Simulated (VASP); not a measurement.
# C (Fd-3m) in VASP: a series of runs

Runs on C. Level: PBE. Tasks: single point.

Everything below comes from runs of VASP 6.6.1. Logs are shortened: lines on timing, memory, paths and dates and some standing lists are left out, and cuts for length are marked.

### 1 The cell of the first run

The structure is cubic, space group Fd-3m (No. 227). The conventional cell has a = 3.596 Å, b = 3.596 Å, c = 3.596 Å, α = 90.00°, β = 90.00°, γ = 90.00°. Within 2.1 Å of C (site symmetry -43m) lie 4 C at 1.56 Å.

### 2 Single point, PBE (5.81 Å³/atom)

File INCAR:

```
SYSTEM = C
PREC = Accurate
ENCUT = 520
EDIFF = 1E-7
ISMEAR = -1
SIGMA = 0.08
LREAL = .False.
LASPH = .True.
NELM = 60
ALGO = Normal
ISIF = 2
LWAVE = .False.
LCHARG = .False.
GGA = PE
NBANDS = 11
```

File KPOINTS:

```
regular mesh
0
Gamma
  20 20 20
  0 0 0
```

File POSCAR:

```
C
1.0
    0.0000000000      1.7981395114      1.7981395114
    1.7981395114      0.0000000000      1.7981395114
    1.7981395114      1.7981395114      0.0000000000
C
2
Direct
    0.5000000000      0.5000000000      0.5000000000
    0.7500000000      0.7500000000      0.7500000000
```

Potentials or basis: VASP PAW PBE potentials, release 64 (C).

On the command line:

```bash
cat potpaw_PBE.64/C/POTCAR > POTCAR
mpirun -np 1 vasp_std > vasp.out
```

OUTCAR:

```text
SYSTEM = C
   PREC = Accurate
   ENCUT = 520
   EDIFF = 1E-7
   ISMEAR = -1
   LREAL = .False.
   LASPH = .True.
   NELM = 60
   ISIF = 2
   GGA = PE

 ion  position               nearest neighbor table
   1  0.500  0.500  0.500-   2 1.56   2 1.56   2 1.56   2 1.56
   2  0.750  0.750  0.750-   1 1.56   1 1.56   1 1.56   1 1.56

  LATTYP: Found a face centered cubic cell.
 ALAT       =     3.5962790228

  Lattice vectors:

 A1 = (   0.0000000000,   1.7981395114,   1.7981395114)
 A2 = (   1.7981395114,   0.0000000000,   1.7981395114)
 A3 = (   1.7981395114,   1.7981395114,   0.0000000000)

Analysis of symmetry for initial positions (statically):
=====================================================================
 Subroutine PRICEL returns:
 Original cell was already a primitive cell.

 Routine SETGRP: Setting up the symmetry group for a
 face centered cubic supercell.

 Subroutine GETGRP returns: Found 48 space group operations
 (whereof 24 operations were pure point group operations)
 out of a pool of 48 trial point group operations.

The static configuration has the point symmetry T_d .
 The point group associated with its full space group is O_h .

Analysis of symmetry for dynamics (positions and initial velocities):
=====================================================================
 Subroutine PRICEL returns:
 Original cell was already a primitive cell.

 Routine SETGRP: Setting up the symmetry group for a
 face centered cubic supercell.

 Subroutine GETGRP returns: Found 48 space group operations
 (whereof 24 operations were pure point group operations)
 out of a pool of 48 trial point group operations.

The dynamic configuration has the point symmetry T_d .
 The point group associated with its full space group is O_h .

 Subroutine INISYM returns: Found 48 space group operations
 (whereof 24 operations are pure point group operations),
 and found     1 'primitive' translations

----------------------------------------------------------------------------------------

                                     Primitive cell

  volume of cell :      11.6279

  direct lattice vectors                    reciprocal lattice vectors
     0.000000000  1.798139511  1.798139511    -0.278065187  0.278065187  0.278065187
     1.798139511  0.000000000  1.798139511     0.278065187 -0.278065187  0.278065187
     1.798139511  1.798139511  0.000000000     0.278065187  0.278065187 -0.278065187

  length of vectors
     2.542953284  2.542953284  2.542953284     0.481623032  0.481623032  0.481623032

  position of ions in fractional coordinates (direct lattice)
     0.500000000  0.500000000  0.500000000
     0.750000000  0.750000000  0.750000000

  ion indices of the primitive-cell ions
   primitive index   ion index
                 1           1
                 2           2

----------------------------------------------------------------------------------------

 KPOINTS: regular mesh

Automatic generation of k-mesh.
 Grid dimensions read from file:
 generate k-points for:   20   20   20

 Generating k-lattice:

  Cartesian coordinates                     Fractional coordinates (reciprocal lattice)
    -0.013903259  0.013903259  0.013903259     0.050000000  0.000000000  0.000000000
     0.013903259 -0.013903259  0.013903259     0.000000000  0.050000000  0.000000000
     0.013903259  0.013903259 -0.013903259     0.000000000  0.000000000  0.050000000

  Length of vectors
     0.024081152  0.024081152  0.024081152

  Shift w.r.t. Gamma in fractional coordinates (k-lattice)
     0.000000000  0.000000000  0.000000000

 Subroutine IBZKPT returns following result:
 ===========================================

 Found    256 irreducible k-points:

 Following reciprocal coordinates:
            Coordinates               Weight
  0.000000  0.000000  0.000000      1.000000
  0.050000  0.000000  0.000000      8.000000
  0.100000  0.000000  0.000000      8.000000
  0.150000  0.000000  0.000000      8.000000
  0.200000  0.000000  0.000000      8.000000
  0.250000  0.000000  0.000000      8.000000
[... 16 lines left out ...]
 -0.400000  0.050000  0.000000     24.000000
 -0.350000  0.050000  0.000000     24.000000
 [... further k-points ...]
   k-points           NKPTS =    256   k-points in BZ     NKDIM =    256   number of bands    NBANDS=     11
   number of dos      NEDOS =    301   number of ions     NIONS =      2
   total plane-waves  NPLWV =   8000
   dimension x,y,z NGX =    20 NGY =   20 NGZ =   20
   dimension x,y,z NGXF=    40 NGYF=   40 NGZF=   40
   ions per type =               2
   NGX,Y,Z   is equivalent  to a cutoff of  13.08, 13.08, 13.08 a.u.
   NGXF,Y,Z  is equivalent  to a cutoff of  26.15, 26.15, 26.15 a.u.
 SYSTEM =  C
   PREC   = accura    normal or accurate (medium, high low for compatibility)
   ISTART =      0    job   : 0-new  1-cont  2-samecut
   ICHARG =      2    charge: 1-file 2-atom 10-const
   ISPIN  =      1    spin polarized calculation?
   LNONCOLLINEAR =      F non collinear calculations
   LSORBIT =      F    spin-orbit coupling
   LASPH  =      T    aspherical Exc in radial PAW
   ENCUT  =  520.0 eV  38.22 Ry    6.18 a.u.   4.73  4.73  4.73*2*pi/ulx,y,z
   NELM   =     60;   NELMIN=  2; NELMDL= -5     # of ELM steps
   EDIFF  = 0.1E-06   stopping-criterion for ELM
   LREAL  =      F    real-space projection
   EDIFFG = 0.1E-05   stopping-criterion for IOM
   NSW    =      0    number of steps for IOM
   IBRION =     -1    ionic relax: 0-MD 1-quasi-New 2-CG
   NFREE  =      0    steps in history (QN), initial steepest desc. (CG)
   ISIF   =      2    stress and relaxation
   ISYM   =      2    0-nonsym 1-usesym 2-fastsym
   POTIM  = 0.5000    time-step for ionic-motion
   TEBEG  =    0.0;   TEEND  =   0.0 temperature during run
   PSTRESS=    0.0 pullay stress
   NELECT =       8.0000    total number of electrons
   NUPDOWN=      -1.0000    fix difference up-down
   EMIN   =  10.00;   EMAX   =-10.00  energy-range for DOS
   EFERMI =   0.00;   METHOD = LEGACY
   ISMEAR =    -1;   SIGMA  =   0.08  broadening in eV -4-tet -1-fermi 0-gaus
   EFERMI_NEDOS =   21; number of points for ismear=-14 and -15
   IALGO  =     38    algorithm
   IMIX   =      4    mixing-type and parameters
     AMIX     =   0.40;   BMIX     =  1.00
     AMIX_MAG =   1.60;   BMIX_MAG =  1.00
  volume/ion in A,a.u.               =       5.81        39.23
  Fermi-wavevector in a.u.,A,eV,Ry     =   1.445234  2.731096 28.418499  2.088701
  Thomas-Fermi vector in A             =   2.563439
   LORBIT       =      0    0 simple, 1 ext, 2 COOP (PROOUT), +10 PAW based schemes
   GGA     = PE    functional components
   LHFCALC =     F    Hartree Fock is set to
   AEXX    =    0.0000 exact exchange contribution
   IVDW    =     0    specifies the selected vdW correction
   LEPSILON=     F    determine dielectric tensor
   LRPA    =     F    only Hartree local field effects (RPA)
 non-spin polarized calculation
  energy-cutoff  :      520.00
  volume of cell :       11.63
 maximum number of plane-waves:       331
   NGX =  9   NGY =  9   NGZ =  9

 number of electron       8.0000000 magnetization

 Free energy of the ion-electron system (eV)
  ---------------------------------------------------
  ext. energy  EPLUGINS =         0.00000000
  ---------------------------------------------------
  free energy    TOTEN  =       -18.18054396 eV

  energy without entropy =      -18.18054396  energy(sigma->0) =      -18.18054396

 E-fermi :  10.8002     XC(G=0): -13.1270

 val. band max:        9.3751997124   @ k =   0.0000   0.0000   0.0000
 cond. band min:      13.4534524044   @ k =   0.3500   0.3500   0.0000
 fundamental gap:      4.0782526920
 Fermi energy:        10.8001528378

 k-point     1 :       0.0000    0.0000    0.0000
  band No.  band energies     occupation
      1     -11.7722      2.00000
      2       9.3752      2.00000
      3       9.3752      2.00000
      4       9.3752      2.00000
      5      14.8972      0.00000
      6      14.8972      0.00000
      7      14.8972      0.00000
      8      22.1447      0.00000
      9      28.3561      0.00000
     10      35.6402      0.00000
     11      35.6402      0.00000

 k-point     2 :       0.0500    0.0000    0.0000
  band No.  band energies     occupation
      1     -11.7041      2.00000
      2       8.9007      2.00000
      3       9.2551      2.00000
      4       9.2551      2.00000
      5      15.0541      0.00000
      6      15.0541      0.00000
      7      15.1842      0.00000
      8      22.2106      0.00000
      9      28.4761      0.00000
     10      34.4452      0.00000
     11      34.4452      0.00000

 k-point     3 :       0.1000    0.0000    0.0000
  band No.  band energies     occupation
      1     -11.5000      2.00000
      2       7.7317      2.00000
      3       8.9409      2.00000
      4       8.9409      2.00000
      5      15.4679      0.00000
      6      15.4679      0.00000
      7      15.8013      0.00000
      8      22.4080      0.00000
      9      28.7980      0.00000
     10      33.1661      0.00000
     11      33.1661      0.00000

 k-point     4 :       0.1500    0.0000    0.0000
  band No.  band energies     occupation
      1     -11.1610      2.00000
      2       6.2261      2.00000
      3       8.5252      2.00000
      4       8.5252      2.00000
      5      16.0153      0.00000
      6      16.0153      0.00000
      7      16.4262      0.00000
      8      22.7282      0.00000
      9      29.2094      0.00000
     10      32.2206      0.00000
     11      32.2206      0.00000

 k-point     5 :       0.2000    0.0000    0.0000
  band No.  band energies     occupation
      1     -10.6888      2.00000
      2       4.5817      2.00000
      3       8.0857      2.00000
      4       8.0857      2.00000
      5      16.5738      0.00000
      6      16.5738      0.00000
      7      16.9279      0.00000
      8      23.1448      0.00000
      9      29.5608      0.00000
     10      31.6755      0.00000
     11      31.6755      0.00000
[... 211 lines left out ...]
 k-point    21 :       0.5000    0.0500    0.0000
  band No.  band energies     occupation
      1      -6.1539      2.00000
      2      -3.5881      2.00000
      3       6.3972      2.00000
      4       6.5114      2.00000
      5      17.5874      0.00000
      6      17.9581      0.00000
      7      18.1354      0.00000
      8      24.8202      0.00000
      9      30.6388      0.00000
     10      33.1264      0.00000
     11      34.9072      0.00000

 k-point    22 :      -0.4500    0.0500    0.0000
  band No.  band energies     occupation
      1      -6.3417      2.00000
      2      -3.3629      2.00000
      3       6.3191      2.00000
      4       6.6185      2.00000
      5      17.6904      0.00000
      6      17.8529      0.00000
      7      18.1241      0.00000
      8      24.8138      0.00000
      9      30.5930      0.00000
     10      33.2196      0.00000
     11      34.2889      0.00000

 k-point    23 :      -0.4000    0.0500    0.0000
  band No.  band energies     occupation
      1      -7.2130      2.00000
      2      -2.2323      2.00000
      3       6.3300      2.00000
      4       6.8101      2.00000
      5      17.7238      0.00000
      6      17.7765      0.00000
      7      18.0763      0.00000
      8      24.6696      0.00000
      9      30.3472      0.00000
     10      33.1407      0.00000
     11      33.4580      0.00000

 k-point    24 :      -0.3500    0.0500    0.0000
  band No.  band energies     occupation
      1      -8.1583      2.00000
      2      -0.8117      2.00000
      3       6.4318      2.00000
      4       7.0804      2.00000
      5      17.5471      0.00000
      6      17.8143      0.00000
      7      17.9859      0.00000
      8      24.3895      0.00000
      9      30.1124      0.00000
     10      32.0068      0.00000
     11      33.3745      0.00000

 [... further k-points ...]

------------------------ aborting loop because EDIFF is reached ----------------------------------------

  FORCE on cell =-STRESS in cart. coord.  units (eV):
  Direction    XX          YY          ZZ          XY          YZ          ZX
  --------------------------------------------------------------------------------------
  -------------------------------------------------------------------------------------
  Total       -0.5826292     -0.5826292     -0.5826292      0.0000000      0.0000000      0.0000000
  in kB      -80.2791354    -80.2791354    -80.2791354      0.0000000      0.0000000      0.0000000
  external PRESSURE =     -80.2791354 kB  Pullay stress =       0.0000000 kB

 VOLUME and BASIS-vectors are now :
 -----------------------------------------------------------------------------
  energy-cutoff  :      520.00
  volume of cell :       11.63
      direct lattice vectors                 reciprocal lattice vectors
     0.000000000  1.798139511  1.798139511    -0.278065187  0.278065187  0.278065187
     1.798139511  0.000000000  1.798139511     0.278065187 -0.278065187  0.278065187
     1.798139511  1.798139511  0.000000000     0.278065187  0.278065187 -0.278065187

 POSITION                                       TOTAL-FORCE (eV/Angst)
 -----------------------------------------------------------------------------------
      1.79814      1.79814      1.79814        -0.000000     -0.000000      0.000000
      2.69721      2.69721      2.69721         0.000000      0.000000     -0.000000
 -----------------------------------------------------------------------------------
    total drift:                                0.000000     -0.000000      0.000000

  FREE ENERGIE OF THE ION-ELECTRON SYSTEM (eV)
  ---------------------------------------------------
  free  energy   TOTEN  =       -18.1805439599 eV

  energy  without entropy=      -18.1805439599  energy(sigma->0) =      -18.18054396
```

Run time: 49 s. Hardware: 1 thread of AMD EPYC 7R13, shared host; peak memory 0.11 GiB.

Results:

| Quantity | Value |
| --- | --- |
| Free energy | -18.1805 eV |
| Pressure | -8.0 GPa |
| Band gap on the k mesh | 4.08 eV (least direct gap 5.52 eV) |

Levels at points of the mesh, in eV from the valence-band top:
```csv
k point,band 1,band 2,band 3,band 4,band 5,band 6,band 7,band 8,band 9
"(0.00, 0.00, 0.00)",-21.15,0.00,0.00,0.00,5.52,5.52,5.52,12.77,18.98
"(0.50, 0.00, 0.00)",-15.51,-13.10,-2.74,-2.74,8.36,8.36,8.52,15.47,21.55
"(0.50, 0.50, 0.00)",-12.59,-12.59,-6.15,-6.15,4.71,4.71,16.44,16.44,22.79
```

Caveat: the cell stands under tension. A k mesh can miss the band edges.

### 3 Single point, PBE (5.96 Å³/atom)

This run uses another cell than the first one, of 5.96 Å³/atom.

File INCAR:

```
ALGO = Normal ; EDIFF = 1E-6
ENCUT = 520 ; GGA = PE
ISIF = 2 ; ISMEAR = -1
LASPH = T ; LCHARG = F
LREAL = F ; LWAVE = F
NBANDS = 11 ; NELM = 60
PREC = Accurate ; SIGMA = 0.08
```

File KPOINTS:

```
k-points
0
Gamma
  20 20 20
```

File POSCAR:

```
C
1.0
    0.0000000000      1.8126412627      1.8126412627
    1.8126412627      0.0000000000      1.8126412627
    1.8126412627      1.8126412627      0.0000000000
C
2
Direct
    0.5000000000      0.5000000000      0.5000000000
    0.7500000000      0.7500000000      0.7500000000
```

Potentials or basis: VASP PAW PBE potentials, release 64 (C).

On the command line:

```bash
cat potpaw_PBE.64/C/POTCAR > POTCAR
mpirun -np 1 vasp_std > vasp.out
```

Wall time 54 s (1 thread of AMD EPYC 7R13, shared host); peak memory 0.11 GiB.

It converged, with:

```yaml
Free_energy: -18.1583 eV
Pressure: -17.3 GPa
Band_gap_on_the_k_mesh: 4.03 eV (least direct gap 5.46 eV)
```

Levels at points of the mesh, in eV from the valence-band top:
```
           k point  band 1  band 2  band 3  band 4  band 5  band 6  band 7  band 8  band 9
(0.00, 0.00, 0.00)  -20.83    0.00    0.00    0.00    5.46    5.46    5.46   12.23   18.68
(0.50, 0.00, 0.00)  -15.33  -12.84   -2.68   -2.68    8.20    8.25    8.25   15.24   21.21
(0.50, 0.50, 0.00)  -12.43  -12.43   -6.01   -6.01    4.66    4.66   16.08   16.08   22.35
```

Caveat: the cell stands under tension. A k mesh can miss the band edges.
